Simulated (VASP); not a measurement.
# Sb (Im-3m) in VASP: a series of runs

The runs below take Sb through single point, relaxation of cell and atoms, with r2SCAN.

All numbers are computed with VASP 6.6.1; they aren't measurements. Logs are shortened: lines on timing, memory, paths and dates and some standing lists are left out, and cuts for length are marked.

**1. The cell of the first run**

Symmetry: Im-3m, No. 229, cubic system. Conventional cell: a = 3.778 Å, b = 3.778 Å, c = 3.778 Å, α = 90.00°, β = 90.00°, γ = 90.00°. Within 4.3 Å of Sb (site symmetry m-3m) lie 14 Sb at 3.27 to 3.78 Å.

**2. Single point, r2SCAN**

Input file POSCAR:

```
Sb
1.0
   -1.8889657918      1.8889657918      1.8889657918
    1.8889657918     -1.8889657918      1.8889657918
    1.8889657918      1.8889657918     -1.8889657918
Sb
1
Direct
    0.0000000000      0.0000000000      0.0000000000
```

Input file INCAR.step1:

```
PREC = Accurate
ENCUT = 520
ISMEAR = -1
SIGMA = 0.1
LREAL = F
LASPH = T
NELM = 100
NBANDS = 8
GGA = PE
ALGO = Normal
EDIFF = 1E-4
LWAVE = T
LCHARG = F
```

Input file INCAR.step2:

```
PREC = Accurate
ENCUT = 520
EDIFF = 1E-7
ISMEAR = -1
SIGMA = 0.1
LREAL = F
LASPH = T
NELM = 100
ALGO = Normal
ISIF = 2
LWAVE = F
LCHARG = F
METAGGA = R2SCAN
LMIXTAU = T
NBANDS = 8
ISTART = 1
```

Input file KPOINTS:

```
regular mesh
0
Gamma
  19 19 19
```

Potentials or basis: VASP PAW PBE potentials, release 64 (Sb).

Launch:

```sh
cat potpaw_PBE.64/Sb/POTCAR > POTCAR
cp INCAR.step1 INCAR
mpirun -np 1 vasp_std > vasp.out
cp INCAR.step2 INCAR
mpirun -np 1 vasp_std > vasp.out
```

OUTCAR:

```text
PREC = Accurate
   ENCUT = 520
   EDIFF = 1E-7
   ISMEAR = -1
   LREAL = F
   LASPH = T
   NELM = 100
   ISIF = 2
   METAGGA = R2SCAN
   ISTART = 1

 ion  position               nearest neighbor table
   1  0.000  0.000  0.000-

  LATTYP: Found a body centered cubic cell.
 ALAT       =     3.7779315836

  Lattice vectors:

 A1 = (  -1.8889657918,   1.8889657918,   1.8889657918)
 A2 = (   1.8889657918,  -1.8889657918,   1.8889657918)
 A3 = (   1.8889657918,   1.8889657918,  -1.8889657918)

Analysis of symmetry for initial positions (statically):
=====================================================================
 Subroutine PRICEL returns:
 Original cell was already a primitive cell.

 Routine SETGRP: Setting up the symmetry group for a
 body centered cubic supercell.

 Subroutine GETGRP returns: Found 48 space group operations
 (whereof 48 operations were pure point group operations)
 out of a pool of 48 trial point group operations.

The static configuration has the point symmetry O_h .

Analysis of symmetry for dynamics (positions and initial velocities):
=====================================================================
 Subroutine PRICEL returns:
 Original cell was already a primitive cell.

 Routine SETGRP: Setting up the symmetry group for a
 body centered cubic supercell.

 Subroutine GETGRP returns: Found 48 space group operations
 (whereof 48 operations were pure point group operations)
 out of a pool of 48 trial point group operations.

The dynamic configuration has the point symmetry O_h .

 Subroutine INISYM returns: Found 48 space group operations
 (whereof 48 operations are pure point group operations),
 and found     1 'primitive' translations

----------------------------------------------------------------------------------------

                                     Primitive cell

  volume of cell :      26.9608

  direct lattice vectors                    reciprocal lattice vectors
    -1.888965792  1.888965792  1.888965792     0.000000000  0.264695106  0.264695106
     1.888965792 -1.888965792  1.888965792     0.264695106  0.000000000  0.264695106
     1.888965792  1.888965792 -1.888965792     0.264695106  0.264695106  0.000000000

  length of vectors
     3.271784725  3.271784725  3.271784725     0.374335408  0.374335408  0.374335408

  position of ions in fractional coordinates (direct lattice)
     0.000000000  0.000000000  0.000000000

  ion indices of the primitive-cell ions
   primitive index   ion index
                 1           1

----------------------------------------------------------------------------------------

 KPOINTS: regular mesh

Automatic generation of k-mesh.
 Grid dimensions read from file:
 generate k-points for:   19   19   19

 Generating k-lattice:

  Cartesian coordinates                     Fractional coordinates (reciprocal lattice)
     0.000000000  0.013931321  0.013931321     0.052631579  0.000000000  0.000000000
     0.013931321  0.000000000  0.013931321     0.000000000  0.052631579  0.000000000
     0.013931321  0.013931321  0.000000000     0.000000000  0.000000000  0.052631579

  Length of vectors
     0.019701864  0.019701864  0.019701864

  Shift w.r.t. Gamma in fractional coordinates (k-lattice)
     0.000000000  0.000000000  0.000000000

 Subroutine IBZKPT returns following result:
 ===========================================

 Found    220 irreducible k-points:

 Following reciprocal coordinates:
            Coordinates               Weight
  0.000000  0.000000  0.000000      1.000000
  0.052632  0.000000  0.000000     12.000000
  0.105263  0.000000  0.000000     12.000000
  0.157895  0.000000  0.000000     12.000000
  0.210526  0.000000  0.000000     12.000000
  0.263158  0.000000  0.000000     12.000000
[... 16 lines left out ...]
  0.263158  0.105263  0.000000     48.000000
  0.315789  0.105263 -0.000000     48.000000
 [... further k-points ...]
   k-points           NKPTS =    220   k-points in BZ     NKDIM =    220   number of bands    NBANDS=      8
   number of dos      NEDOS =    301   number of ions     NIONS =      1
   total plane-waves  NPLWV =  13824
   dimension x,y,z NGX =    24 NGY =   24 NGZ =   24
   dimension x,y,z NGXF=    48 NGYF=   48 NGZF=   48
   ions per type =               1
   NGX,Y,Z   is equivalent  to a cutoff of  12.19, 12.19, 12.19 a.u.
   NGXF,Y,Z  is equivalent  to a cutoff of  24.39, 24.39, 24.39 a.u.
 SYSTEM =  unknown system
   PREC   = accura    normal or accurate (medium, high low for compatibility)
   ISTART =      1    job   : 0-new  1-cont  2-samecut
   ICHARG =      0    charge: 1-file 2-atom 10-const
   ISPIN  =      1    spin polarized calculation?
   LNONCOLLINEAR =      F non collinear calculations
   LSORBIT =      F    spin-orbit coupling
   LASPH  =      T    aspherical Exc in radial PAW
   ENCUT  =  520.0 eV  38.22 Ry    6.18 a.u.   6.08  6.08  6.08*2*pi/ulx,y,z
   NELM   =    100;   NELMIN=  2; NELMDL=  0     # of ELM steps
   EDIFF  = 0.1E-06   stopping-criterion for ELM
   LREAL  =      F    real-space projection
   EDIFFG = 0.1E-05   stopping-criterion for IOM
   NSW    =      0    number of steps for IOM
   IBRION =     -1    ionic relax: 0-MD 1-quasi-New 2-CG
   NFREE  =      0    steps in history (QN), initial steepest desc. (CG)
   ISIF   =      2    stress and relaxation
   ISYM   =      2    0-nonsym 1-usesym 2-fastsym
   POTIM  = 0.5000    time-step for ionic-motion
   TEBEG  =    0.0;   TEEND  =   0.0 temperature during run
   PSTRESS=    0.0 pullay stress
   NELECT =       5.0000    total number of electrons
   NUPDOWN=      -1.0000    fix difference up-down
   EMIN   =  10.00;   EMAX   =-10.00  energy-range for DOS
   EFERMI =   0.00;   METHOD = LEGACY
   ISMEAR =    -1;   SIGMA  =   0.10  broadening in eV -4-tet -1-fermi 0-gaus
   EFERMI_NEDOS =   21; number of points for ismear=-14 and -15
   IALGO  =     38    algorithm
   IMIX   =      4    mixing-type and parameters
     AMIX     =   0.40;   BMIX     =  1.00
     AMIX_MAG =   1.60;   BMIX_MAG =  1.00
  volume/ion in A,a.u.               =      26.96       181.94
  Fermi-wavevector in a.u.,A,eV,Ry     =   0.933585  1.764221 11.858590  0.871582
  Thomas-Fermi vector in A             =   2.060302
   LORBIT       =      0    0 simple, 1 ext, 2 COOP (PROOUT), +10 PAW based schemes
   METAGGA = R2SCAN    functional components
   LHFCALC =     F    Hartree Fock is set to
   AEXX    =    0.0000 exact exchange contribution
   IVDW    =     0    specifies the selected vdW correction
   LEPSILON=     F    determine dielectric tensor
   LRPA    =     F    only Hartree local field effects (RPA)
 non-spin polarized calculation
  energy-cutoff  :      520.00
  volume of cell :       26.96
 maximum number of plane-waves:       736
   NGX = 13   NGY = 13   NGZ = 13

 number of electron       5.0000000 magnetization

 Free energy of the ion-electron system (eV)
  ---------------------------------------------------
  ext. energy  EPLUGINS =         0.00000000
  ---------------------------------------------------
  free energy    TOTEN  =       -25.35802301 eV

  energy without entropy =      -25.33960303  energy(sigma->0) =      -25.34881302

 E-fermi :   8.3646     XC(G=0): -10.7693

 val. band max:        8.3087802411   @ k =   0.2105   0.1579   0.1579
 cond. band min:       8.3709698304   @ k =   0.1053   0.1053   0.1053
 fundamental gap:      0.0621895893
 Fermi energy:         8.3645587275

 k-point     1 :       0.0000    0.0000    0.0000
  band No.  band energies     occupation
      1      -5.0789      2.00000
      2      14.1331      0.00000
      3      14.1331      0.00000
      4      14.1331      0.00000
      5      19.3193      0.00000
      6      19.3193      0.00000
      7      19.3193      0.00000
      8      21.0291      0.00000

 k-point     2 :       0.0526    0.0000    0.0000
  band No.  band energies     occupation
      1      -5.0176      2.00000
      2      13.6420      0.00000
      3      13.9136      0.00000
      4      14.0852      0.00000
      5      18.9425      0.00000
      6      19.0571      0.00000
      7      19.6070      0.00000
      8      20.5408      0.00000

 k-point     3 :       0.1053    0.0000    0.0000
  band No.  band energies     occupation
      1      -4.8339      2.00000
      2      12.4303      0.00000
      3      13.3735      0.00000
      4      13.9445      0.00000
      5      18.2845      0.00000
      6      18.3487      0.00000
      7      20.2859      0.00000
      8      20.3514      0.00000

 k-point     4 :       0.1579    0.0000    0.0000
  band No.  band energies     occupation
      1      -4.5290      2.00000
      2      10.8908      0.00000
      3      12.7047      0.00000
      4      13.7237      0.00000
      5      17.6041      0.00000
      6      17.6428      0.00000
      7      20.1471      0.00000
      8      20.7861      0.00000

 k-point     5 :       0.2105    0.0000    0.0000
  band No.  band energies     occupation
      1      -4.1049      2.00000
      2       9.2514      0.00028
      3      12.0301      0.00000
      4      13.4496      0.00000
      5      16.9576      0.00000
      6      17.0756      0.00000
      7      20.2370      0.00000
      8      21.1161      0.00000

 k-point     6 :       0.2632    0.0000    0.0000
  band No.  band energies     occupation
      1      -3.5663      2.00000
      2       7.6243      1.99878
      3      11.4146      0.00000
      4      13.1578      0.00000
      5      16.4253      0.00000
      6      16.5974      0.00000
      7      20.5327      0.00000
      8      21.5276      0.00000

 k-point     7 :       0.3158    0.0000    0.0000
  band No.  band energies     occupation
      1      -2.9229      2.00000
      2       6.0729      2.00000
      3      10.8936      0.00000
      4      12.8835      0.00000
      5      16.0057      0.00000
      6      16.2131      0.00000
      7      21.0015      0.00000
      8      22.0237      0.00000
[... 133 lines left out ...]
 k-point    20 :       0.1053    0.1053    0.0000
  band No.  band energies     occupation
      1      -4.3467      2.00000
      2      10.4086      0.00000
      3      12.0862      0.00000
      4      13.1963      0.00000
      5      17.6215      0.00000
      6      18.0783      0.00000
      7      19.8576      0.00000
      8      20.7894      0.00000

 k-point    21 :       0.1579    0.1053    0.0000
  band No.  band energies     occupation
      1      -3.9243      2.00000
      2       9.0659      0.00180
      3      11.1883      0.00000
      4      12.8132      0.00000
      5      17.2441      0.00000
      6      17.9647      0.00000
      7      19.8525      0.00000
      8      21.4867      0.00000

 k-point    22 :       0.2105    0.1053   -0.0000
  band No.  band energies     occupation
      1      -3.3883      2.00000
      2       7.6073      1.99897
      3      10.4357      0.00000
      4      12.4510      0.00000
      5      16.8399      0.00000
      6      17.8915      0.00000
      7      19.8498      0.00000
      8      22.5312      0.00000

 k-point    23 :       0.2632    0.1053    0.0000
  band No.  band energies     occupation
      1      -2.7491      2.00000
      2       6.1483      2.00000
      3       9.8449      0.00000
      4      12.1284      0.00000
      5      16.4812      0.00000
      6      17.7940      0.00000
      7      20.0663      0.00000
      8      23.3656      0.00000

 k-point    24 :       0.3158    0.1053   -0.0000
  band No.  band energies     occupation
      1      -2.0304      2.00000
      2       4.7787      2.00000
      3       9.4059      0.00006
      4      11.8681      0.00000
      5      16.2010      0.00000
      6      17.6697      0.00000
      7      20.5177      0.00000
      8      24.0268      0.00000

 [... further k-points ...]

------------------------ aborting loop because EDIFF is reached ----------------------------------------

  FORCE on cell =-STRESS in cart. coord.  units (eV):
  Direction    XX          YY          ZZ          XY          YZ          ZX
  --------------------------------------------------------------------------------------
  -------------------------------------------------------------------------------------
  Total       -0.0096269     -0.0096269     -0.0096269     -0.0000000      0.0000000     -0.0000000
  in kB       -0.5720890     -0.5720890     -0.5720890     -0.0000000      0.0000000     -0.0000000
  external PRESSURE =      -0.5720890 kB  Pullay stress =       0.0000000 kB

 VOLUME and BASIS-vectors are now :
 -----------------------------------------------------------------------------
  energy-cutoff  :      520.00
  volume of cell :       26.96
      direct lattice vectors                 reciprocal lattice vectors
    -1.888965792  1.888965792  1.888965792     0.000000000  0.264695106  0.264695106
     1.888965792 -1.888965792  1.888965792     0.264695106  0.000000000  0.264695106
     1.888965792  1.888965792 -1.888965792     0.264695106  0.264695106  0.000000000

 POSITION                                       TOTAL-FORCE (eV/Angst)
 -----------------------------------------------------------------------------------
      0.00000      0.00000      0.00000        -0.000000      0.000000     -0.000000
 -----------------------------------------------------------------------------------
    total drift:                               -0.000000      0.000000     -0.000000

  FREE ENERGIE OF THE ION-ELECTRON SYSTEM (eV)
  ---------------------------------------------------
  free  energy   TOTEN  =       -25.3580230061 eV

  energy  without entropy=      -25.3396030252  energy(sigma->0) =      -25.34881302
```

Run time: 5.8 min. Hardware: 1 thread of AMD EPYC 7R13, shared host; peak memory 0.15 GiB.

What came out:

```
Free energy : -25.3580 eV
Pressure    : -0.1 GPa
```

Levels at points of the mesh, in eV from the Fermi level:
```
           k point  band 1  band 2  band 3  band 4  band 5  band 6  band 7  band 8
(0.00, 0.00, 0.00)  -13.44    5.77    5.77    5.77   10.95   10.95   10.95   12.66
```

Caveat: the PAW data sets were made with another functional, which shifts forces and pressure a little; spin-orbit coupling is left out, which moves the levels of the heavy elements.

**3. Relaxation of cell and atoms, r2SCAN**

This run uses another cell than the first one, of 27.18 Å³/atom, 1.008 times its volume.

Input file POSCAR:

```
Sb
1.0
   -1.8941349331      1.8941349331      1.8941349331
    1.8941349331     -1.8941349331      1.8941349331
    1.8941349331      1.8941349331     -1.8941349331
Sb
1
Direct
    0.0000000000      0.0000000000      0.0000000000
```

Input file INCAR.step1:

```
SYSTEM = Sb
ALGO = Normal
EDIFF = 1E-4
ENCUT = 600
GGA = PE
ISMEAR = -1
LASPH = .True.
LCHARG = .False.
LREAL = .False.
LWAVE = .True.
NELM = 100
PREC = Accurate
SIGMA = 0.1
```

Input file INCAR.step2:

```
SYSTEM = Sb
ALGO = Normal
EDIFF = 1E-6
EDIFFG = -0.01
ENCUT = 600
IBRION = 2
ISIF = 3
ISMEAR = -1
ISTART = 1
LASPH = .True.
LCHARG = .False.
LMIXTAU = .True.
LREAL = .False.
LWAVE = .False.
METAGGA = R2SCAN
NELM = 100
NSW = 80
PREC = Accurate
SIGMA = 0.1
```

Input file KPOINTS:

```
k-points
0
Gamma
  12 12 12
  0 0 0
```

Potentials or basis: VASP PAW PBE potentials, release 64 (Sb).

Launch:

```sh
cat potpaw_PBE.64/Sb/POTCAR > POTCAR
cp INCAR.step1 INCAR
mpirun -np 1 vasp_std > vasp.out
cp INCAR.step2 INCAR
mpirun -np 1 vasp_std > vasp.out
```

It took 4.7 min on 1 thread of AMD EPYC 7R13, shared host; peak memory 0.14 GiB.

Results (log left out):

```yaml
Free_energy: -25.3668 eV
Relaxed_volume: 26.92 Å³/atom
Relaxed_cell: a = 3.270 Å, b = 3.270 Å, c = 3.270 Å, α = 109.47°, β = 109.47°, γ = 109.47°
Space_group_after_relaxing_to_0.05_Å: Im-3m (No. 229)
Energy_gained_by_relaxing: 0.5 meV/atom
Ionic_steps: 3
Pressure_after_relaxing: 0.0 GPa
```

The path:
```
step  energy change (eV)  largest force (eV/Å)  pressure (GPa)  volume (Å³)
   1              0.0000                0.0000           -0.57        27.18
   2             -0.0004                0.0000            0.31        26.80
   3             -0.0005                0.0000            0.01        26.92
```

Final structure:
```
Sb
1.0
    -1.88803    1.88803    1.88803
     1.88803   -1.88803    1.88803
     1.88803    1.88803   -1.88803
Sb
1
Direct
  0.00000 0.00000 0.00000
```

Levels at points of the mesh, in eV from the Fermi level:
| k point | band 1 | band 2 | band 3 | band 4 | band 5 |
| --- | --- | --- | --- | --- | --- |
| (0.00, 0.00, 0.00) | -13.47 | 5.77 | 5.77 | 5.77 | 10.95 |
| (0.50, 0.00, 0.00) | -9.16 | -5.89 | 1.68 | 4.03 | 7.01 |
| (0.50, 0.50, 0.50) | -5.62 | -2.21 | -2.21 | -2.21 | 3.36 |

Caveat: the PAW data sets were made with another functional, which shifts forces and pressure a little; spin-orbit coupling is left out, which moves the levels of the heavy elements.
